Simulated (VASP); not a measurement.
A run of VASP 6.6.1:

INCAR

```
PREC = Accurate
ENCUT = 520
EDIFF = 1E-6
ISMEAR = -1
SIGMA = 0.02
LREAL = F
LASPH = T
NELM = 100
ALGO = Normal
ISIF = 2
LWAVE = F
LCHARG = F
GGA = PE
NBANDS = 16
```

The input KPOINTS:

```
regular mesh
0
Gamma
  8 8 8
```

POSCAR

```
BiB
1.0
    0.0000000000      2.7600269871      2.7600269871
    2.7600269871      0.0000000000      2.7600269871
    2.7600269871      2.7600269871      0.0000000000
B Bi
1 1
Direct
    0.0000000000      0.0000000000      0.0000000000
    0.2500000000      0.2500000000      0.2500000000
```

Potentials or basis: VASP PAW PBE potentials, release 64 (B, Bi_d).

The run is started by

```sh
$ cat potpaw_PBE.64/B/POTCAR potpaw_PBE.64/Bi_d/POTCAR > POTCAR
$ mpirun -np 1 vasp_std > vasp.out
```

Hardware: 1 thread of Intel(R) Xeon(R) Platinum 8488C (Sapphire Rapids), with other jobs on the host.

Q: How long does it take, and how much memory?

A: Wall time 21 s on 1 thread of Intel(R) Xeon(R) Platinum 8488C (Sapphire Rapids), on a shared host, peak memory 0.17 GiB. Counts: scf iterations 12, k points 29.
